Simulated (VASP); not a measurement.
# Ho2O (P4/mmm) in VASP: a series of runs

Ho2O is run at these levels: PBE; tasks: single point.

All numbers are computed with VASP 6.6.1; they aren't measurements. Logs are shortened: lines on timing, memory, paths and dates and some standing lists are left out, and cuts for length are marked.

## (1) The cell of the first run

The structure is tetragonal, space group P4/mmm (No. 123). The conventional cell has a = 3.347 Å, b = 3.347 Å, c = 5.115 Å, α = 90.00°, β = 90.00°, γ = 90.00°. Within 3.1 Å of Ho (site symmetry 4/mmm) lie 4 O at 2.37 Å. Within 3.5 Å of Ho (site symmetry 4/mmm) lie 2 O at 2.56 Å and 12 Ho at 3.35 to 3.48 Å. Within 3.1 Å of O (site symmetry 4/mmm) lie 6 Ho at 2.37 to 2.56 Å.

The cell was generated, and may not be a known phase.

## (2) Single point, PBE

File INCAR:

```
  PREC = Accurate
  ENCUT = 600
  EDIFF = 1E-6
  ISMEAR = 0
  SIGMA = 0.1
  LREAL = F
  LASPH = T
  NELM = 200
  ALGO = Normal
  ISIF = 2
  LWAVE = F
  LCHARG = T
  GGA = PE
  LELF = T
  LVHAR = T
  NBANDS = 19
  GGA_COMPAT = F
  LMAXMIX = 6
```

File KPOINTS:

```
regular mesh
0
Gamma
  6 6 4
```

File POSCAR:

```
Ho2O
1.0
    3.3471285482      0.0000000000      0.0000000000
    0.0000000000      3.3471285482      0.0000000000
    0.0000000000      0.0000000000      5.1146780556
Ho O
2 1
Direct
    0.5000000000      0.5000000000      0.0000000000
    0.0000000000      0.0000000000      0.5000000000
    0.0000000000      0.0000000000      0.0000000000
```

Potentials or basis: VASP PAW PBE potentials, release 64 (Ho_3, O), 4f in core.

Run with:

```bash
$ cat potpaw_PBE.64/Ho_3/POTCAR potpaw_PBE.64/O/POTCAR > POTCAR
$ mpirun -np 1 vasp_std > vasp.out
```

OUTCAR:

```text
PREC = Accurate
   ENCUT = 600
   EDIFF = 1E-6
   ISMEAR = 0
   LREAL = F
   LASPH = T
   NELM = 200
   ISIF = 2
   GGA = PE

 ion  position               nearest neighbor table
   1  0.500  0.500  0.000-   3 2.37   3 2.37   3 2.37   3 2.37   2 3.48   2 3.48   2 3.48   2 3.48
                             2 3.48   2 3.48   2 3.48   2 3.48
   2  0.000  0.000  0.500-   3 2.56   3 2.56   1 3.48   1 3.48   1 3.48   1 3.48   1 3.48   1 3.48
                             1 3.48   1 3.48
   3  0.000  0.000  0.000-   1 2.37   1 2.37   1 2.37   1 2.37   2 2.56   2 2.56

  LATTYP: Found a simple tetragonal cell.
 ALAT       =     3.3471285482
 C/A-ratio  =     1.5280793617

  Lattice vectors:

 A1 = (   3.3471285482,   0.0000000000,   0.0000000000)
 A2 = (   0.0000000000,   3.3471285482,   0.0000000000)
 A3 = (   0.0000000000,   0.0000000000,   5.1146780556)

Analysis of symmetry for initial positions (statically):
=====================================================================
 Subroutine PRICEL returns:
 Original cell was already a primitive cell.

 Routine SETGRP: Setting up the symmetry group for a
 simple tetragonal supercell.

 Subroutine GETGRP returns: Found 16 space group operations
 (whereof 16 operations were pure point group operations)
 out of a pool of 16 trial point group operations.

The static configuration has the point symmetry D_4h.

Analysis of symmetry for dynamics (positions and initial velocities):
=====================================================================
 Subroutine PRICEL returns:
 Original cell was already a primitive cell.

 Routine SETGRP: Setting up the symmetry group for a
 simple tetragonal supercell.

 Subroutine GETGRP returns: Found 16 space group operations
 (whereof 16 operations were pure point group operations)
 out of a pool of 16 trial point group operations.

The dynamic configuration has the point symmetry D_4h.

 Subroutine INISYM returns: Found 16 space group operations
 (whereof 16 operations are pure point group operations),
 and found     1 'primitive' translations

----------------------------------------------------------------------------------------

                                     Primitive cell

  volume of cell :      57.3011

  direct lattice vectors                    reciprocal lattice vectors
     3.347128548  0.000000000  0.000000000     0.298763548  0.000000000  0.000000000
     0.000000000  3.347128548  0.000000000     0.000000000  0.298763548  0.000000000
     0.000000000  0.000000000  5.114678056     0.000000000  0.000000000  0.195515727

  length of vectors
     3.347128548  3.347128548  5.114678056     0.298763548  0.298763548  0.195515727

  position of ions in fractional coordinates (direct lattice)
     0.500000000  0.500000000  0.000000000
     0.000000000  0.000000000  0.500000000
     0.000000000  0.000000000  0.000000000

  ion indices of the primitive-cell ions
   primitive index   ion index
                 1           1
                 2           2
                 3           3

----------------------------------------------------------------------------------------

 KPOINTS: regular mesh

Automatic generation of k-mesh.
 Grid dimensions read from file:
 generate k-points for:    6    6    4

 Generating k-lattice:

  Cartesian coordinates                     Fractional coordinates (reciprocal lattice)
     0.049793925  0.000000000  0.000000000     0.166666667  0.000000000  0.000000000
     0.000000000  0.049793925  0.000000000     0.000000000  0.166666667  0.000000000
     0.000000000  0.000000000  0.048878932     0.000000000  0.000000000  0.250000000

  Length of vectors
     0.049793925  0.049793925  0.048878932

  Shift w.r.t. Gamma in fractional coordinates (k-lattice)
     0.000000000  0.000000000  0.000000000

 Subroutine IBZKPT returns following result:
 ===========================================

 Found     30 irreducible k-points:

 Following reciprocal coordinates:
            Coordinates               Weight
  0.000000  0.000000  0.000000      1.000000
  0.166667  0.000000  0.000000      4.000000
  0.333333  0.000000  0.000000      4.000000
  0.500000  0.000000  0.000000      2.000000
  0.166667  0.166667  0.000000      4.000000
  0.333333  0.166667  0.000000      8.000000
[... 16 lines left out ...]
  0.333333  0.000000  0.500000      4.000000
  0.500000  0.000000  0.500000      2.000000
 [... further k-points ...]
   k-points           NKPTS =     30   k-points in BZ     NKDIM =     30   number of bands    NBANDS=     19
   number of dos      NEDOS =    301   number of ions     NIONS =      3
   total plane-waves  NPLWV =  32928
   dimension x,y,z NGX =    28 NGY =   28 NGZ =   42
   dimension x,y,z NGXF=    56 NGYF=   56 NGZF=   84
   ions per type =               2   1
   NGX,Y,Z   is equivalent  to a cutoff of  13.91, 13.91, 13.65 a.u.
   NGXF,Y,Z  is equivalent  to a cutoff of  27.81, 27.81, 27.30 a.u.
 SYSTEM =  unknown system
   PREC   = accura    normal or accurate (medium, high low for compatibility)
   ISTART =      0    job   : 0-new  1-cont  2-samecut
   ICHARG =      2    charge: 1-file 2-atom 10-const
   ISPIN  =      1    spin polarized calculation?
   LNONCOLLINEAR =      F non collinear calculations
   LSORBIT =      F    spin-orbit coupling
   LASPH  =      T    aspherical Exc in radial PAW
   ENCUT  =  600.0 eV  44.10 Ry    6.64 a.u.   6.69  6.69 10.22*2*pi/ulx,y,z
   NELM   =    200;   NELMIN=  2; NELMDL= -5     # of ELM steps
   EDIFF  = 0.1E-05   stopping-criterion for ELM
   LREAL  =      F    real-space projection
   EDIFFG = 0.1E-04   stopping-criterion for IOM
   NSW    =      0    number of steps for IOM
   IBRION =     -1    ionic relax: 0-MD 1-quasi-New 2-CG
   NFREE  =      0    steps in history (QN), initial steepest desc. (CG)
   ISIF   =      2    stress and relaxation
   ISYM   =      2    0-nonsym 1-usesym 2-fastsym
   POTIM  = 0.5000    time-step for ionic-motion
   TEBEG  =    0.0;   TEEND  =   0.0 temperature during run
   PSTRESS=    0.0 pullay stress
   NELECT =      24.0000    total number of electrons
   NUPDOWN=      -1.0000    fix difference up-down
   EMIN   =  10.00;   EMAX   =-10.00  energy-range for DOS
   EFERMI =   0.00;   METHOD = LEGACY
   ISMEAR =     0;   SIGMA  =   0.10  broadening in eV -4-tet -1-fermi 0-gaus
   EFERMI_NEDOS =   21; number of points for ismear=-14 and -15
   IALGO  =     38    algorithm
   IMIX   =      4    mixing-type and parameters
     AMIX     =   0.40;   BMIX     =  1.00
     AMIX_MAG =   1.60;   BMIX_MAG =  1.00
  volume/ion in A,a.u.               =      19.10       128.90
  Fermi-wavevector in a.u.,A,eV,Ry     =   1.224872  2.314673 20.412993  1.500313
  Thomas-Fermi vector in A             =   2.359931
   LORBIT       =      0    0 simple, 1 ext, 2 COOP (PROOUT), +10 PAW based schemes
   GGA     = PE    functional components
   LHFCALC =     F    Hartree Fock is set to
   AEXX    =    0.0000 exact exchange contribution
   IVDW    =     0    specifies the selected vdW correction
   LEPSILON=     F    determine dielectric tensor
   LRPA    =     F    only Hartree local field effects (RPA)
 non-spin polarized calculation
 Gauss-broadening in eV      SIGMA  =   0.10
  energy-cutoff  :      600.00
  volume of cell :       57.30
 maximum number of plane-waves:      1932
 NGX is ok and might be reduce to    28
   NGX = 13   NGY = 13   NGZ = 21

 number of electron      24.0000000 magnetization

 Free energy of the ion-electron system (eV)
  ---------------------------------------------------
  ext. energy  EPLUGINS =         0.00000000
  ---------------------------------------------------
  free energy    TOTEN  =       -19.45182258 eV

  energy without entropy =      -19.43631069  energy(sigma->0) =      -19.44406663

 E-fermi :   4.5618     XC(G=0): -10.8808

 val. band max:        4.5233723917   @ k =   0.5000   0.1667   0.0000
 cond. band min:       4.5670405501   @ k =   0.5000   0.1667   0.2500
 fundamental gap:      0.0436681584
 Fermi energy:         4.5617750262

 k-point     1 :       0.0000    0.0000    0.0000
  band No.  band energies     occupation
      1     -19.7542      2.00000
      2     -19.2799      2.00000
      3     -19.2799      2.00000
      4     -18.9649      2.00000
      5     -18.9345      2.00000
      6     -18.9345      2.00000
[... 11 lines left out ...]
     18       8.5582      0.00000
     19       9.1367      0.00000

 k-point     2 :       0.1667    0.0000    0.0000
  band No.  band energies     occupation
      1     -19.6878      2.00000
      2     -19.5656      2.00000
      3     -19.2447      2.00000
      4     -19.1103      2.00000
      5     -19.0021      2.00000
      6     -18.9314      2.00000
[... 11 lines left out ...]
     18       8.8920      0.00000
     19       9.1761      0.00000

 k-point     3 :       0.3333    0.0000    0.0000
  band No.  band energies     occupation
      1     -20.0702      2.00000
      2     -19.5150      2.00000
      3     -19.4091      2.00000
      4     -19.1678      2.00000
      5     -19.1161      2.00000
      6     -18.9309      2.00000
[... 11 lines left out ...]
     18       8.1889      0.00000
     19      10.2018      0.00000

 k-point     4 :       0.5000    0.0000    0.0000
  band No.  band energies     occupation
      1     -20.2932      2.00000
      2     -19.5476      2.00000
      3     -19.3134      2.00000
      4     -19.2882      2.00000
      5     -19.1237      2.00000
      6     -18.9359      2.00000
[... 407 lines left out ...]
     18       8.9882      0.00000
     19       9.3865      0.00000

 k-point    23 :       0.3333    0.0000    0.5000
  band No.  band energies     occupation
      1     -20.2732      2.00000
      2     -19.6214      2.00000
      3     -19.1525      2.00000
      4     -19.1506      2.00000
      5     -19.0909      2.00000
      6     -18.9477      2.00000
[... 11 lines left out ...]
     18       9.4423      0.00000
     19      10.5638      0.00000

 k-point    24 :       0.5000    0.0000    0.5000
  band No.  band energies     occupation
      1     -20.4850      2.00000
      2     -19.7351      2.00000
      3     -19.1328      2.00000
      4     -19.1233      2.00000
      5     -19.0879      2.00000
      6     -18.9349      2.00000
[... 11 lines left out ...]
     18       9.4394      0.00000
     19      10.7212      0.00000

 [... further k-points ...]

------------------------ aborting loop because EDIFF is reached ----------------------------------------

  FORCE on cell =-STRESS in cart. coord.  units (eV):
  Direction    XX          YY          ZZ          XY          YZ          ZX
  --------------------------------------------------------------------------------------
  -------------------------------------------------------------------------------------
  Total        0.4759333      0.4759333      0.2607379      0.0000000      0.0000000     -0.0000000
  in kB       13.3074119     13.3074119      7.2904059      0.0000000      0.0000000     -0.0000000
  external PRESSURE =      11.3017432 kB  Pullay stress =       0.0000000 kB

 VOLUME and BASIS-vectors are now :
 -----------------------------------------------------------------------------
  energy-cutoff  :      600.00
  volume of cell :       57.30
      direct lattice vectors                 reciprocal lattice vectors
     3.347128548  0.000000000  0.000000000     0.298763548  0.000000000  0.000000000
     0.000000000  3.347128548  0.000000000     0.000000000  0.298763548  0.000000000
     0.000000000  0.000000000  5.114678056     0.000000000  0.000000000  0.195515727

 POSITION                                       TOTAL-FORCE (eV/Angst)
 -----------------------------------------------------------------------------------
      1.67356      1.67356      0.00000         0.000000      0.000000      0.000000
      0.00000      0.00000      2.55734         0.000000      0.000000      0.000000
      0.00000      0.00000      0.00000         0.000000      0.000000      0.000000
 -----------------------------------------------------------------------------------
    total drift:                               -0.000000      0.000000     -0.000000

  FREE ENERGIE OF THE ION-ELECTRON SYSTEM (eV)
  ---------------------------------------------------
  free  energy   TOTEN  =       -19.4518225758 eV

  energy  without entropy=      -19.4363106850  energy(sigma->0) =      -19.44406663
```

It took 62 s on 1 thread of Intel Xeon 8259CL, shared host; peak memory 0.2 GiB.

Results:

* Free energy: -19.4518 eV
* Pressure: 1.1 GPa
* Band gap on the k mesh: zero (bands 12 and 13 overlap by 1.72 eV)

Levels at points of the mesh, in eV from the Fermi level:
```
           k point  band 9  band 10  band 11  band 12  band 13  band 14  band 15  band 16
(0.00, 0.00, 0.00)   -4.45    -4.29    -4.29    -1.39     1.26     2.03     2.03     2.04
(0.50, 0.00, 0.00)   -5.83    -5.24    -0.94    -0.61    -0.12     2.16     3.18     3.55
(0.50, 0.50, 0.00)   -4.65    -4.56    -2.20    -1.51    -1.51     3.78     4.53     4.53
(0.00, 0.00, 0.50)   -4.37    -4.37    -2.90    -0.58    -0.18    -0.06     3.41     3.52
(0.50, 0.00, 0.50)   -6.35    -5.91    -1.08    -0.73     1.07     2.16     3.98     4.07
(0.50, 0.50, 0.50)   -4.81    -4.81    -1.14     0.09     0.09     1.45     1.45     2.56
```

Caveat: spin-orbit coupling is left out, which moves the levels of the heavy elements; the 4f electrons are frozen in the core, so they carry no moment and show no levels; the run has no spin polarisation, though such a crystal can be magnetic. With open d or f shells a metallic result of PBE can be an artefact of self-interaction; +U or a hybrid may open a gap.

## (3) Single point, PBE

This run uses another cell than the first one, of 30.54 Å³/atom.

File INCAR:

```
PREC = Accurate
ENCUT = 600
EDIFF = 1E-6
ISMEAR = 0
SIGMA = 0.2
LREAL = F
LASPH = T
NELM = 200
ALGO = Normal
ISIF = 2
LWAVE = F
LCHARG = F
GGA = PE
NBANDS = 19
GGA_COMPAT = F
LMAXMIX = 6
```

File KPOINTS:

```
Automatic mesh
0
Gamma
  7 7 3
```

File POSCAR:

```
Ho2O
1.0
    3.4872111075      0.0000000000      0.0000000000
    0.0000000000      3.4872111075      0.0000000000
    0.0000000000      0.0000000000      7.5338945140
Ho O
2 1
Direct
    0.0000000000      0.0000000000      0.7387020084
    0.0000000000      0.0000000000      0.2612979916
    0.0000000000      0.0000000000      0.0000000000
```

Potentials or basis: VASP PAW PBE potentials, release 64 (Ho_3, O), 4f in core.

Run with:

```bash
$ cat potpaw_PBE.64/Ho_3/POTCAR potpaw_PBE.64/O/POTCAR > POTCAR
$ mpirun -np 1 vasp_std > vasp.out
```

It took 71 s on 1 thread of Intel Xeon 8259CL, shared host; peak memory 0.22 GiB.

Results (log left out):

- Free energy: -17.2884 eV
- Pressure: 1.3 GPa
- Largest force: 0.433 eV/Å
- Band gap on the k mesh: zero (bands 12 and 13 overlap by 0.75 eV)

Forces on the atoms (eV/Å):
```
Ho   0.000  0.000 -0.433
Ho   0.000  0.000  0.433
O    0.000  0.000  0.000
```

Stress tensor (GPa, compression positive):
```
0.39 0.00 0.00
0.00 0.39 0.00
0.00 0.00 3.21
```

Levels at points of the mesh, in eV from the Fermi level:
| k point | band 8 | band 9 | band 10 | band 11 | band 12 | band 13 | band 14 | band 15 | band 16 | band 17 |
| --- | --- | --- | --- | --- | --- | --- | --- | --- | --- | --- |
| (0.00, 0.00, 0.00) | -4.51 | -3.80 | -3.55 | -3.55 | -2.35 | -0.23 | -0.17 | 0.23 | 4.36 | 4.38 |

Caveat: spin-orbit coupling is left out, which moves the levels of the heavy elements; the 4f electrons are frozen in the core, so they carry no moment and show no levels; the run has no spin polarisation, though such a crystal can be magnetic.

[end of part 1 of 2]

The gap in the log of VASP goes by the Fermi energy; the results here count the filled bands.